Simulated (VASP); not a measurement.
# GaN in VASP: further runs, part 2 of 2

VASP 6.6.1. The steps go on from the part before.

## 3. Single point, r2SCAN

This run uses another cell than the first one, of 11.37 Å³/atom, 1.009 times its volume.

POSCAR reads:

```
GaN
1.0
    0.0000000000      2.2489526240      2.2489526240
    2.2489526240      0.0000000000      2.2489526240
    2.2489526240      2.2489526240      0.0000000000
Ga N
1 1
Direct
    0.0000000000      0.0000000000      0.0000000000
    0.7500000000      0.7500000000      0.7500000000
```

INCAR.step1 reads:

```
  PREC = Accurate
  ENCUT = 910
  ISMEAR = 0
  SIGMA = 0.01
  LREAL = False
  LASPH = True
  NELM = 120
  NBANDS = 16
  GGA = PE
  ALGO = Normal
  EDIFF = 1E-5
  LWAVE = True
  LCHARG = False
  GGA_COMPAT = False
```

INCAR.step2 reads:

```
  PREC = Accurate
  ENCUT = 910
  EDIFF = 1E-6
  ISMEAR = 0
  SIGMA = 0.01
  LREAL = False
  LASPH = True
  NELM = 120
  ALGO = Normal
  ISIF = 2
  LWAVE = False
  LCHARG = False
  METAGGA = R2SCAN
  LMIXTAU = True
  NBANDS = 16
  ISTART = 1
  GGA_COMPAT = False
```

KPOINTS reads:

```
regular mesh
0
Gamma
  10 10 10
```

Potentials or basis: VASP PAW PBE potentials, release 64 (Ga_d, N_h).

Started as:

```sh
> cat potpaw_PBE.64/Ga_d/POTCAR potpaw_PBE.64/N_h/POTCAR > POTCAR
> cp INCAR.step1 INCAR
> mpirun -np 1 vasp_std > vasp.out
> cp INCAR.step2 INCAR
> mpirun -np 1 vasp_std > vasp.out
```

OUTCAR:

```text
PREC = Accurate
   ENCUT = 910
   EDIFF = 1E-6
   ISMEAR = 0
   LREAL = False
   LASPH = True
   NELM = 120
   ISIF = 2
   METAGGA = R2SCAN
   ISTART = 1

 ion  position               nearest neighbor table
   1  0.000  0.000  0.000-   2 1.95   2 1.95   2 1.95   2 1.95
   2  0.750  0.750  0.750-   1 1.95   1 1.95   1 1.95   1 1.95

  LATTYP: Found a face centered cubic cell.
 ALAT       =     4.4979052480

  Lattice vectors:

 A1 = (   0.0000000000,   2.2489526240,   2.2489526240)
 A2 = (   2.2489526240,   0.0000000000,   2.2489526240)
 A3 = (   2.2489526240,   2.2489526240,   0.0000000000)

Analysis of symmetry for initial positions (statically):
=====================================================================
 Subroutine PRICEL returns:
 Original cell was already a primitive cell.

 Routine SETGRP: Setting up the symmetry group for a
 face centered cubic supercell.

 Subroutine GETGRP returns: Found 24 space group operations
 (whereof 24 operations were pure point group operations)
 out of a pool of 48 trial point group operations.

The static configuration has the point symmetry T_d .

Analysis of symmetry for dynamics (positions and initial velocities):
=====================================================================
 Subroutine PRICEL returns:
 Original cell was already a primitive cell.

 Routine SETGRP: Setting up the symmetry group for a
 face centered cubic supercell.

 Subroutine GETGRP returns: Found 24 space group operations
 (whereof 24 operations were pure point group operations)
 out of a pool of 48 trial point group operations.

The dynamic configuration has the point symmetry T_d .

 Subroutine INISYM returns: Found 24 space group operations
 (whereof 24 operations are pure point group operations),
 and found     1 'primitive' translations

----------------------------------------------------------------------------------------

                                     Primitive cell

  volume of cell :      22.7495

  direct lattice vectors                    reciprocal lattice vectors
     0.000000000  2.248952624  2.248952624    -0.222325715  0.222325715  0.222325715
     2.248952624  0.000000000  2.248952624     0.222325715 -0.222325715  0.222325715
     2.248952624  2.248952624  0.000000000     0.222325715  0.222325715 -0.222325715

  length of vectors
     3.180499302  3.180499302  3.180499302     0.385079434  0.385079434  0.385079434

  position of ions in fractional coordinates (direct lattice)
     0.000000000  0.000000000  0.000000000
     0.750000000  0.750000000  0.750000000

  ion indices of the primitive-cell ions
   primitive index   ion index
                 1           1
                 2           2

----------------------------------------------------------------------------------------

 KPOINTS: regular mesh

Automatic generation of k-mesh.
 Grid dimensions read from file:
 generate k-points for:   10   10   10

 Generating k-lattice:

  Cartesian coordinates                     Fractional coordinates (reciprocal lattice)
    -0.022232571  0.022232571  0.022232571     0.100000000  0.000000000  0.000000000
     0.022232571 -0.022232571  0.022232571     0.000000000  0.100000000  0.000000000
     0.022232571  0.022232571 -0.022232571     0.000000000  0.000000000  0.100000000

  Length of vectors
     0.038507943  0.038507943  0.038507943

  Shift w.r.t. Gamma in fractional coordinates (k-lattice)
     0.000000000  0.000000000  0.000000000

 Subroutine IBZKPT returns following result:
 ===========================================

 Found     47 irreducible k-points:

 Following reciprocal coordinates:
            Coordinates               Weight
  0.000000  0.000000  0.000000      1.000000
  0.100000  0.000000  0.000000      8.000000
  0.200000  0.000000  0.000000      8.000000
  0.300000  0.000000  0.000000      8.000000
  0.400000  0.000000  0.000000      8.000000
  0.500000  0.000000  0.000000      4.000000
[... 16 lines left out ...]
  0.300000  0.300000  0.000000      6.000000
  0.400000  0.300000  0.000000     24.000000
 [... further k-points ...]
   k-points           NKPTS =     47   k-points in BZ     NKDIM =     47   number of bands    NBANDS=     16
   number of dos      NEDOS =    301   number of ions     NIONS =      2
   total plane-waves  NPLWV =  32768
   dimension x,y,z NGX =    32 NGY =   32 NGZ =   32
   dimension x,y,z NGXF=    64 NGYF=   64 NGZF=   64
   ions per type =               1   1
   NGX,Y,Z   is equivalent  to a cutoff of  16.73, 16.73, 16.73 a.u.
   NGXF,Y,Z  is equivalent  to a cutoff of  33.45, 33.45, 33.45 a.u.
 SYSTEM =  unknown system
   PREC   = accura    normal or accurate (medium, high low for compatibility)
   ISTART =      1    job   : 0-new  1-cont  2-samecut
   ICHARG =      0    charge: 1-file 2-atom 10-const
   ISPIN  =      1    spin polarized calculation?
   LNONCOLLINEAR =      F non collinear calculations
   LSORBIT =      F    spin-orbit coupling
   LASPH  =      T    aspherical Exc in radial PAW
   ENCUT  =  910.0 eV  66.88 Ry    8.18 a.u.   7.82  7.82  7.82*2*pi/ulx,y,z
   NELM   =    120;   NELMIN=  2; NELMDL=  0     # of ELM steps
   EDIFF  = 0.1E-05   stopping-criterion for ELM
   LREAL  =      F    real-space projection
   EDIFFG = 0.1E-04   stopping-criterion for IOM
   NSW    =      0    number of steps for IOM
   IBRION =     -1    ionic relax: 0-MD 1-quasi-New 2-CG
   NFREE  =      0    steps in history (QN), initial steepest desc. (CG)
   ISIF   =      2    stress and relaxation
   ISYM   =      2    0-nonsym 1-usesym 2-fastsym
   POTIM  = 0.5000    time-step for ionic-motion
   TEBEG  =    0.0;   TEEND  =   0.0 temperature during run
   PSTRESS=    0.0 pullay stress
   NELECT =      18.0000    total number of electrons
   NUPDOWN=      -1.0000    fix difference up-down
   EMIN   =  10.00;   EMAX   =-10.00  energy-range for DOS
   EFERMI =   0.00;   METHOD = LEGACY
   ISMEAR =     0;   SIGMA  =   0.01  broadening in eV -4-tet -1-fermi 0-gaus
   EFERMI_NEDOS =   21; number of points for ismear=-14 and -15
   IALGO  =     38    algorithm
   IMIX   =      4    mixing-type and parameters
     AMIX     =   0.40;   BMIX     =  1.00
     AMIX_MAG =   1.60;   BMIX_MAG =  1.00
  volume/ion in A,a.u.               =      11.37        76.76
  Fermi-wavevector in a.u.,A,eV,Ry     =   1.514173  2.861371 31.194328  2.292718
  Thomas-Fermi vector in A             =   2.623866
   LORBIT       =      0    0 simple, 1 ext, 2 COOP (PROOUT), +10 PAW based schemes
   METAGGA = R2SCAN    functional components
   LHFCALC =     F    Hartree Fock is set to
   AEXX    =    0.0000 exact exchange contribution
   IVDW    =     0    specifies the selected vdW correction
   LEPSILON=     F    determine dielectric tensor
   LRPA    =     F    only Hartree local field effects (RPA)
 non-spin polarized calculation
 Gauss-broadening in eV      SIGMA  =   0.01
  energy-cutoff  :      910.00
  volume of cell :       22.75
 maximum number of plane-waves:      1430
   NGX = 15   NGY = 15   NGZ = 15

 number of electron      18.0000002 magnetization

 Free energy of the ion-electron system (eV)
  ---------------------------------------------------
  ext. energy  EPLUGINS =         0.00000000
  ---------------------------------------------------
  free energy    TOTEN  =       -21.89617436 eV

  energy without entropy =      -21.89617436  energy(sigma->0) =      -21.89617436

 E-fermi :   5.5432     XC(G=0): -12.6632

 val. band max:        5.3804665668   @ k =   0.0000   0.0000   0.0000
 cond. band min:       7.5374139881   @ k =   0.0000   0.0000   0.0000
 fundamental gap:      2.1569474213
 Fermi energy:         5.5432276152

 k-point     1 :       0.0000    0.0000    0.0000
  band No.  band energies     occupation
      1     -11.4054      2.00000
      2      -8.4559      2.00000
      3      -8.4559      2.00000
      4      -8.4559      2.00000
      5      -8.0985      2.00000
      6      -8.0985      2.00000
[... 8 lines left out ...]
     15      25.1563      0.00000
     16      25.1563      0.00000
[... 419 lines left out ...]
 k-point    24 :       0.4000    0.3000    0.0000
  band No.  band energies     occupation
      1     -10.3418      2.00000
      2      -8.3007      2.00000
      3      -8.2164      2.00000
      4      -8.2132      2.00000
      5      -8.0358      2.00000
      6      -7.2810      2.00000
[... 8 lines left out ...]
     15      28.7527      0.00000
     16      28.8408      0.00000

 [... further k-points ...]

------------------------ aborting loop because EDIFF is reached ----------------------------------------

  FORCE on cell =-STRESS in cart. coord.  units (eV):
  Direction    XX          YY          ZZ          XY          YZ          ZX
  --------------------------------------------------------------------------------------
  -------------------------------------------------------------------------------------
  Total        0.1398429      0.1398429      0.1398429      0.0000000     -0.0000000      0.0000000
  in kB        9.8487302      9.8487302      9.8487302      0.0000000     -0.0000000      0.0000000
  external PRESSURE =       9.8487302 kB  Pullay stress =       0.0000000 kB

 VOLUME and BASIS-vectors are now :
 -----------------------------------------------------------------------------
  energy-cutoff  :      910.00
  volume of cell :       22.75
      direct lattice vectors                 reciprocal lattice vectors
     0.000000000  2.248952624  2.248952624    -0.222325715  0.222325715  0.222325715
     2.248952624  0.000000000  2.248952624     0.222325715 -0.222325715  0.222325715
     2.248952624  2.248952624  0.000000000     0.222325715  0.222325715 -0.222325715

 POSITION                                       TOTAL-FORCE (eV/Angst)
 -----------------------------------------------------------------------------------
      0.00000      0.00000      0.00000         0.000000      0.000000      0.000000
      3.37343      3.37343      3.37343        -0.000000     -0.000000     -0.000000
 -----------------------------------------------------------------------------------
    total drift:                                0.000000      0.000000      0.000000

  FREE ENERGIE OF THE ION-ELECTRON SYSTEM (eV)
  ---------------------------------------------------
  free  energy   TOTEN  =       -21.8961743567 eV

  energy  without entropy=      -21.8961743567  energy(sigma->0) =      -21.89617436
```

Wall time 3.3 min (1 thread of AMD EPYC 7R43 (Zen 3), shared host); peak memory 0.17 GiB.

What came out:

| Property | Result |
| --- | --- |
| Free energy | -21.8962 eV |
| Pressure | 1.0 GPa |
| Band gap on the k mesh | 2.16 eV, direct |

Levels at points of the mesh, in eV from the valence-band top:
| k point | band 5 | band 6 | band 7 | band 8 | band 9 | band 10 | band 11 | band 12 | band 13 | band 14 |
| --- | --- | --- | --- | --- | --- | --- | --- | --- | --- | --- |
| (0.00, 0.00, 0.00) | -13.48 | -13.48 | 0.00 | 0.00 | 0.00 | 2.16 | 11.04 | 11.04 | 11.04 | 18.64 |
| (0.50, 0.00, 0.00) | -13.43 | -12.35 | -7.19 | -1.00 | -1.00 | 5.20 | 9.47 | 11.03 | 11.03 | 16.56 |
| (0.50, 0.50, 0.00) | -13.40 | -11.97 | -6.24 | -2.80 | -2.80 | 3.77 | 7.28 | 12.62 | 15.01 | 15.01 |

Caveat: the cutoff is under 1.25 times the usual one of these potentials, so pressure, stress and relaxed cells hold a basis-set (Pulay) error; the PAW data sets were made with another functional, which shifts forces and pressure a little. r2SCAN opens gaps a little over a GGA but as a rule still falls short of measured ones.
